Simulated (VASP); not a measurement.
# Zr2HS4 in VASP: a series of runs

The runs below take Zr2HS4 through single point, with PBE+D3(BJ).

All numbers are computed with VASP 6.6.1; they aren't measurements. Logs are shortened: lines on timing, memory, paths and dates and some standing lists are left out, and cuts for length are marked.

## 1. The cell of the first run

The cell holds a slab with vacuum, 14 atoms: a = 7.298 Å, b = 7.298 Å, c = 20.917 Å, α = 90.00°, β = 90.00°, γ = 120.00°.

## 2. Single point, PBE+D3(BJ)

Contents of INCAR:

```
PREC = Accurate
ENCUT = 400
EDIFF = 1E-6
ISMEAR = 0
SIGMA = 0.05
LREAL = False
LASPH = True
NELM = 120
ALGO = Normal
ISIF = 2
LWAVE = False
LCHARG = False
LDIPOL = True
IDIPOL = 3
DIPOL = 0.5 0.5 0.276
GGA = PE
IVDW = 12
NBANDS = 62
GGA_COMPAT = False
NELMDL = -8
```

Contents of KPOINTS:

```
regular mesh
0
Gamma
  6 6 1
```

Contents of POSCAR:

```
Zr2HS4
1.0
    7.2976778227      0.0000000000      0.0000000000
   -3.6488389114      6.3199743831      0.0000000000
    0.0000000000      0.0000000000     20.9171506047
S Zr H
8 4 2
Direct
    0.3333333333      0.1666666667      0.1912306354
    0.3333333333      0.6666666667      0.1912306354
    0.8333333333      0.1666666667      0.1912306354
    0.8333333333      0.6666666667      0.1912306354
    0.1666666667      0.3333333333      0.3306927762
    0.1666666667      0.8333333333      0.3306927762
    0.6666666667      0.3333333333      0.3306927762
    0.6666666667      0.8333333333      0.3306927762
    0.0000000000      0.0000000000      0.2609617058
    0.0000000000      0.5000000000      0.2609617058
    0.5000000000      0.0000000000      0.2609617058
    0.5000000000      0.5000000000      0.2609617058
    0.2601922141      0.7398077859      0.3675046736
    0.4064744526      0.5935255474      0.3675046736
```

Potentials or basis: VASP PAW PBE potentials, release 64 (S, Zr_sv, H).

Started as:

```sh
$ cat potpaw_PBE.64/S/POTCAR potpaw_PBE.64/Zr_sv/POTCAR potpaw_PBE.64/H/POTCAR > POTCAR
$ mpirun -np 1 vasp_std > vasp.out
```

OUTCAR:

```text
PREC = Accurate
   ENCUT = 400
   EDIFF = 1E-6
   ISMEAR = 0
   LREAL = False
   LASPH = True
   NELM = 120
   ISIF = 2
   GGA = PE
   IVDW = 12
   NELMDL = -8
 IVDW          = 12

 ion  position               nearest neighbor table
   1  0.333  0.167  0.191-   9 2.56  12 2.56  11 2.56
   2  0.333  0.667  0.191-  10 2.56  11 2.56  12 2.56
   3  0.833  0.167  0.191-  11 2.56  10 2.56   9 2.56
   4  0.833  0.667  0.191-  12 2.56   9 2.56  10 2.56
   5  0.167  0.333  0.331-  12 2.56   9 2.56  10 2.56
   6  0.167  0.833  0.331-  13 1.41  11 2.56  10 2.56   9 2.56
   7  0.667  0.333  0.331-  10 2.56  11 2.56  12 2.56
   8  0.667  0.833  0.331-   9 2.56  12 2.56  11 2.56
   9  0.000  0.000  0.261-   1 2.56   8 2.56   5 2.56   4 2.56   6 2.56   3 2.56  12 3.65  12 3.65
                            11 3.65  11 3.65  10 3.65  10 3.65
  10  0.000  0.500  0.261-   2 2.56   7 2.56   6 2.56   3 2.56   4 2.56   5 2.56  11 3.65  11 3.65
                            12 3.65  12 3.65   9 3.65   9 3.65
  11  0.500  0.000  0.261-   3 2.56   6 2.56   2 2.56   7 2.56   1 2.56   8 2.56  10 3.65  10 3.65
                             9 3.65   9 3.65  12 3.65  12 3.65
  12  0.500  0.500  0.261-   4 2.56   5 2.56   1 2.56   8 2.56   7 2.56   2 2.56   9 3.65   9 3.65
                            10 3.65  10 3.65  11 3.65  11 3.65
  13  0.260  0.740  0.368-   6 1.41
  14  0.406  0.594  0.368-

  LATTYP: Found a hexagonal cell.
 ALAT       =     7.2976778227
 C/A-ratio  =     2.8662748771

  Lattice vectors:

 A1 = (   7.2976778227,   0.0000000000,   0.0000000000)
 A2 = (  -3.6488389114,   6.3199743831,   0.0000000000)
 A3 = (   0.0000000000,   0.0000000000,  20.9171506047)

Analysis of symmetry for initial positions (statically):
=====================================================================
 Subroutine PRICEL returns:
 Original cell was already a primitive cell.

 Routine SETGRP: Setting up the symmetry group for a
 hexagonal supercell.

 Subroutine GETGRP returns: Found  2 space group operations
 (whereof  2 operations were pure point group operations)
 out of a pool of 24 trial point group operations.

The static configuration has the point symmetry C_1h.

Analysis of symmetry for dynamics (positions and initial velocities):
=====================================================================
 Subroutine PRICEL returns:
 Original cell was already a primitive cell.

 Routine SETGRP: Setting up the symmetry group for a
 hexagonal supercell.
[... 136 lines left out ...]
     AMIX     =   0.40;   BMIX     =  1.00
     AMIX_MAG =   1.60;   BMIX_MAG =  1.00
  volume/ion in A,a.u.               =      68.91       465.02
  Fermi-wavevector in a.u.,A,eV,Ry     =   0.763864  1.443494  7.938838  0.583488
  Thomas-Fermi vector in A             =   1.863639
   LORBIT       =      0    0 simple, 1 ext, 2 COOP (PROOUT), +10 PAW based schemes
   GGA     = PE    functional components
   LHFCALC =     F    Hartree Fock is set to
   AEXX    =    0.0000 exact exchange contribution
   IVDW    =    12    specifies the selected vdW correction
   LEPSILON=     F    determine dielectric tensor
   LRPA    =     F    only Hartree local field effects (RPA)
 non-spin polarized calculation
 Gauss-broadening in eV      SIGMA  =   0.05
  energy-cutoff  :      400.00
  volume of cell :      964.72
 maximum number of plane-waves:     17598
   NGX = 23   NGY = 23   NGZ = 69

 number of electron      98.0000013 magnetization

 dipolmoment           0.000000      0.000000     -0.174339 electrons x Angstroem

 Free energy of the ion-electron system (eV)
  ---------------------------------------------------
  ext. energy  EPLUGINS =         0.00000000
  ---------------------------------------------------
  free energy    TOTEN  =       -89.13384678 eV

  energy without entropy =      -89.12556074  energy(sigma->0) =      -89.12970376

 E-fermi :  -1.9391     XC(G=0):  -3.2210

 val. band max:       -1.9421695461   @ k =   0.1667   0.1667   0.0000
 cond. band min:      -1.9181446513   @ k =  -0.1667   0.1667   0.0000
 fundamental gap:      0.0240248948
 Fermi energy:        -1.9391478848

 k-point     1 :       0.0000    0.0000    0.0000
  band No.  band energies     occupation
      1     -51.8270      2.00000
      2     -51.7680      2.00000
      3     -51.6384      2.00000
      4     -51.6287      2.00000
      5     -30.0190      2.00000
      6     -29.9729      2.00000
[... 821 lines left out ...]
     60       0.5025      0.00000
     61       0.5481      0.00000
 [bands above 61 left out]

------------------------ aborting loop because EDIFF is reached ----------------------------------------

 vacuum level on the upper side and lower side of the slab       (xc-potential included)        -0.412         0.256

 Edisp (eV)   -3.13568

 E8    (eV) :    -1.3963

  FORCE on cell =-STRESS in cart. coord.  units (eV):
  Direction    XX          YY          ZZ          XY          YZ          ZX
  --------------------------------------------------------------------------------------
  -------------------------------------------------------------------------------------
  Total      -2.11535    -0.38775     4.55197     1.49615    -0.02518     0.04361
  in kB      -3.51310    -0.64396     7.55975     2.48475    -0.04182     0.07243
  external pressure =        1.13 kB  Pullay stress =        0.00 kB

 VOLUME and BASIS-vectors are now :
 -----------------------------------------------------------------------------
  energy-cutoff  :      400.00
  volume of cell :      964.72
      direct lattice vectors                 reciprocal lattice vectors
     7.297677823  0.000000000  0.000000000     0.137029891  0.079114245  0.000000000
    -3.648838911  6.319974383  0.000000000     0.000000000  0.158228489  0.000000000
     0.000000000  0.000000000 20.917150605     0.000000000  0.000000000  0.047807659

 POSITION                                       TOTAL-FORCE (eV/Angst)
 -----------------------------------------------------------------------------------
      1.82442      1.05333      4.00000        -0.191246      0.055104      0.133910
     -0.00000      4.21332      4.00000        -0.037591      0.021703      0.029429
      5.47326      1.05333      4.00000         0.196170     -0.113259     -0.003896
      3.64884      4.21332      4.00000        -0.143344      0.138072      0.133910
      0.00000      2.10666      6.91715        -0.507771      0.434099      0.658859
     -1.82442      5.26665      6.91715         0.947138     -0.546831      1.425948
      3.64884      2.10666      6.91715        -0.018161      0.010485      0.309419
      1.82442      5.26665      6.91715        -0.629826      0.222694      0.658859
      0.00000      0.00000      5.45858        -0.647822      0.374020     -1.078875
     -1.82442      3.15999      5.45858        -0.080376     -0.965127     -1.054016
      3.64884      0.00000      5.45858         0.795636      0.552171     -1.054016
      1.82442      3.15999      5.45858         0.277380     -0.160146     -0.525956
     -0.80064      4.67557      7.68715        -0.080230      0.046321      0.595531
      0.80064      3.75107      7.68715         0.120044     -0.069307     -0.229106
 -----------------------------------------------------------------------------------
    total drift:                               -0.000032      0.000019      0.000686

  FREE ENERGIE OF THE ION-ELECTRON SYSTEM (eV)
  ---------------------------------------------------
  free  energy   TOTEN  =       -92.2695287268 eV

  energy  without entropy=      -92.2612426892  energy(sigma->0) =      -92.26538571

 vacuum level on the upper side and lower side of the slab         2.696         3.383
```

stdout:

```text
POSCAR found type information on POSCAR S ZrH
 POSCAR found :  3 types and      14 ions
 scaLAPACK will be used
 LDA part: xc-table for (Slater+PW92), standard interpolation
 POSCAR, INCAR and KPOINTS ok, starting setup
 FFT: planning ... GRIDC
 FFT: planning ... GRID_SOFT
 FFT: planning ... GRID
 WAVECAR not read
 entering main loop
```

Run time: 33 min. Hardware: 1 thread of Oxide Virtual Turin-like, shared host; peak memory 0.85 GiB.

What came out:

```
Free energy                : -92.2695 eV
Largest force              : 1.797 eV/Å
Band gap on the k mesh     : zero (bands 49 and 50 overlap by 0.08 eV)
Dispersion energy per atom : -0.224 eV
```

Forces in eV/Å, atoms in the order of the input:
```
S   -0.191  0.055  0.134
S   -0.038  0.022  0.029
S    0.196 -0.113 -0.004
S   -0.143  0.138  0.134
S   -0.508  0.434  0.659
S    0.947 -0.547  1.426
S   -0.018  0.010  0.309
S   -0.630  0.223  0.659
Zr  -0.648  0.374 -1.079
Zr  -0.080 -0.965 -1.054
Zr   0.796  0.552 -1.054
Zr   0.277 -0.160 -0.526
H   -0.080  0.046  0.596
H    0.120 -0.069 -0.229
```

## 3. Single point, PBE+D3(BJ)

Contents of INCAR:

```
SYSTEM = Zr2HS4
PREC = Accurate
ENCUT = 400
EDIFF = 1E-6
ISMEAR = 0
SIGMA = 0.05
LREAL = .FALSE.
LASPH = .TRUE.
NELM = 120
ALGO = Normal
ISIF = 2
LWAVE = .FALSE.
LCHARG = .FALSE.
LDIPOL = .TRUE.
IDIPOL = 3
DIPOL = 0.5 0.5 0.274
GGA = PE
IVDW = 12
NBANDS = 62
GGA_COMPAT = .FALSE.
NELMDL = -8
```

Contents of KPOINTS:

```
Automatic mesh
0
G
  6 6 1
  0 0 0
```

Edit POSCAR of step 2 so:

```diff
@@ -20,3 +20,3 @@
     0.5000000000      0.5000000000      0.2609617058
-    0.2601922141      0.7398077859      0.3675046736
-    0.4064744526      0.5935255474      0.3675046736
+    0.3036654916      0.6963345084      0.3522062227
+    0.3630011751      0.6369988249      0.3522062227
```

Potentials or basis: VASP PAW PBE potentials, release 64 (S, Zr_sv, H).

Started as:

```sh
$ cat potpaw_PBE.64/S/POTCAR potpaw_PBE.64/Zr_sv/POTCAR potpaw_PBE.64/H/POTCAR > POTCAR
$ mpirun -np 1 vasp_std > vasp.out
```

OUTCAR:

```text
SYSTEM = Zr2HS4
   PREC = Accurate
   ENCUT = 400
   EDIFF = 1E-6
   ISMEAR = 0
   LREAL = .FALSE.
   LASPH = .TRUE.
   NELM = 120
   ISIF = 2
   GGA = PE
   IVDW = 12
   NELMDL = -8
 IVDW          = 12

 ion  position               nearest neighbor table
   1  0.333  0.167  0.191-   9 2.56  12 2.56  11 2.56
   2  0.333  0.667  0.191-  10 2.56  11 2.56  12 2.56
   3  0.833  0.167  0.191-  11 2.56  10 2.56   9 2.56
   4  0.833  0.667  0.191-  12 2.56   9 2.56  10 2.56
   5  0.167  0.333  0.331-  12 2.56   9 2.56  10 2.56
   6  0.167  0.833  0.331-  13 1.79  11 2.56  10 2.56   9 2.56
   7  0.667  0.333  0.331-  10 2.56  11 2.56  12 2.56
   8  0.667  0.833  0.331-   9 2.56  12 2.56  11 2.56
   9  0.000  0.000  0.261-   1 2.56   8 2.56   5 2.56   4 2.56   6 2.56   3 2.56  12 3.65  12 3.65
                            11 3.65  11 3.65  10 3.65  10 3.65
  10  0.000  0.500  0.261-   2 2.56   7 2.56   6 2.56   3 2.56   4 2.56   5 2.56  11 3.65  11 3.65
                            12 3.65  12 3.65   9 3.65   9 3.65
  11  0.500  0.000  0.261-   3 2.56   6 2.56   2 2.56   7 2.56   1 2.56   8 2.56  10 3.65  10 3.65
                             9 3.65   9 3.65  12 3.65  12 3.65
  12  0.500  0.500  0.261-   4 2.56   5 2.56   1 2.56   8 2.56   7 2.56   2 2.56   9 3.65   9 3.65
                            10 3.65  10 3.65  11 3.65  11 3.65
  13  0.304  0.696  0.352-  14 0.75   6 1.79
  14  0.363  0.637  0.352-  13 0.75

  LATTYP: Found a hexagonal cell.
 ALAT       =     7.2976778227
 C/A-ratio  =     2.8662748771

  Lattice vectors:

 A1 = (   7.2976778227,   0.0000000000,   0.0000000000)
 A2 = (  -3.6488389114,   6.3199743831,   0.0000000000)
 A3 = (   0.0000000000,   0.0000000000,  20.9171506047)

Analysis of symmetry for initial positions (statically):
=====================================================================
 Subroutine PRICEL returns:
 Original cell was already a primitive cell.

 Routine SETGRP: Setting up the symmetry group for a
 hexagonal supercell.
[... 174 lines left out ...]

 Free energy of the ion-electron system (eV)
  ---------------------------------------------------
  ext. energy  EPLUGINS =         0.00000000
  ---------------------------------------------------
  free energy    TOTEN  =       -90.03435434 eV

  energy without entropy =      -90.03435434  energy(sigma->0) =      -90.03435434

 E-fermi :  -2.4038     XC(G=0):  -3.1917

 val. band max:       -2.7396239609   @ k =   0.1667   0.0000   0.0000
 cond. band min:      -2.1816253112   @ k =   0.0000   0.0000   0.0000
 fundamental gap:      0.5579986497
 Fermi energy:        -2.4037917740

 k-point     1 :       0.0000    0.0000    0.0000
  band No.  band energies     occupation
      1     -52.0720      2.00000
      2     -52.0548      2.00000
      3     -52.0485      2.00000
      4     -51.9163      2.00000
      5     -30.2686      2.00000
      6     -30.2259      2.00000
[... 821 lines left out ...]
     60       0.3324      0.00000
     61       0.3383      0.00000
 [bands above 61 left out]

------------------------ aborting loop because EDIFF is reached ----------------------------------------

 vacuum level on the upper side and lower side of the slab       (xc-potential included)        -0.146        -0.065

 Edisp (eV)   -3.13202

 E8    (eV) :    -1.3955

  FORCE on cell =-STRESS in cart. coord.  units (eV):
  Direction    XX          YY          ZZ          XY          YZ          ZX
  --------------------------------------------------------------------------------------
  -------------------------------------------------------------------------------------
  Total       5.66328     6.01578     2.71322     0.30527    -0.03390     0.05871
  in kB       9.40538     9.99079     4.50601     0.50699    -0.05629     0.09750
  external pressure =        7.97 kB  Pullay stress =        0.00 kB

 VOLUME and BASIS-vectors are now :
 -----------------------------------------------------------------------------
  energy-cutoff  :      400.00
  volume of cell :      964.72
      direct lattice vectors                 reciprocal lattice vectors
     7.297677823  0.000000000  0.000000000     0.137029891  0.079114245  0.000000000
    -3.648838911  6.319974383  0.000000000     0.000000000  0.158228489  0.000000000
     0.000000000  0.000000000 20.917150605     0.000000000  0.000000000  0.047807659

 POSITION                                       TOTAL-FORCE (eV/Angst)
 -----------------------------------------------------------------------------------
      1.82442      1.05333      4.00000         0.026524      0.014577      0.068203
     -0.00000      4.21332      4.00000        -0.007786      0.004495      0.058336
      5.47326      1.05333      4.00000        -0.007716      0.004455      0.080732
      3.64884      4.21332      4.00000         0.000638     -0.030259      0.068203
      0.00000      2.10666      6.91715        -0.119923     -1.246039     -0.404180
     -1.82442      5.26665      6.91715        -1.078724      0.622802     -0.323509
      3.64884      2.10666      6.91715        -0.001599      0.000923      0.034125
      1.82442      5.26665      6.91715         1.019140      0.726876     -0.404180
      0.00000      0.00000      5.45858        -0.097509      0.056297     -0.332481
     -1.82442      3.15999      5.45858        -0.412423     -0.366147     -0.512565
      3.64884      0.00000      5.45858         0.110881      0.540242     -0.512565
      1.82442      3.15999      5.45858         0.389484     -0.224869     -0.462984
     -0.32476      4.40082      7.36715         0.211551     -0.122139      1.335540
      0.32476      4.02582      7.36715        -0.032538      0.018786      1.307326
 -----------------------------------------------------------------------------------
    total drift:                                0.000002     -0.000001      0.000714

  FREE ENERGIE OF THE ION-ELECTRON SYSTEM (eV)
  ---------------------------------------------------
  free  energy   TOTEN  =       -93.1663762464 eV

  energy  without entropy=      -93.1663762464  energy(sigma->0) =      -93.16637625

 vacuum level on the upper side and lower side of the slab         2.996         3.077
```

OSZICAR:

```text
N       E                     dE             d eps       ncg     rms          rms(c)
DAV:   1     0.809696877086E+03    0.80970E+03   -0.36806E+04  1972   0.100E+03
DAV:   2     0.153825168569E+02   -0.79431E+03   -0.77727E+03  2266   0.272E+02
DAV:   3    -0.912935914579E+02   -0.10668E+03   -0.10597E+03  2066   0.920E+01
[... 21 lines left out ...]
DAV:  25    -0.900343424074E+02   -0.12439E-04   -0.45136E-07  1320   0.966E-04    0.443E-04
DAV:  26    -0.900343497500E+02   -0.73426E-05   -0.21654E-07  1240   0.762E-04    0.314E-04
DAV:  27    -0.900343526303E+02   -0.28803E-05   -0.57144E-08  1152   0.466E-04    0.167E-04
DAV:  28    -0.900343541763E+02   -0.15460E-05   -0.44815E-08  1146   0.372E-04    0.729E-05
DAV:  29    -0.900343543442E+02   -0.16784E-06   -0.91248E-09  1040   0.200E-04
   1 F= -.93166376E+02 E0= -.93166376E+02  d E =-.210189E-11
```

stdout:

```text
POSCAR found type information on POSCAR S ZrH
 POSCAR found :  3 types and      14 ions
 scaLAPACK will be used
 LDA part: xc-table for (Slater+PW92), standard interpolation
 POSCAR, INCAR and KPOINTS ok, starting setup
 FFT: planning ... GRIDC
 FFT: planning ... GRID_SOFT
 FFT: planning ... GRID
 WAVECAR not read
 entering main loop
```

Wall time 18 min (1 thread of Oxide Virtual Turin-like, shared host); peak memory 0.87 GiB.

What came out:

```
Free energy                : -93.1664 eV
Largest force              : 1.358 eV/Å
Band gap on the k mesh     : 0.56 eV (least direct gap 0.63 eV)
Dispersion energy per atom : -0.224 eV
```

Forces on the atoms (eV/Å):
```
S    0.027  0.015  0.068
S   -0.008  0.004  0.058
S   -0.008  0.004  0.081
S    0.001 -0.030  0.068
S   -0.120 -1.246 -0.404
S   -1.079  0.623 -0.324
S   -0.002  0.001  0.034
S    1.019  0.727 -0.404
Zr  -0.098  0.056 -0.332
Zr  -0.412 -0.366 -0.513
Zr   0.111  0.540 -0.513
Zr   0.389 -0.225 -0.463
H    0.212 -0.122  1.336
H   -0.033  0.019  1.307
```

(Part 1 of 2 ends here.)

The gap in the log of VASP goes by the Fermi energy; the results here count the filled bands.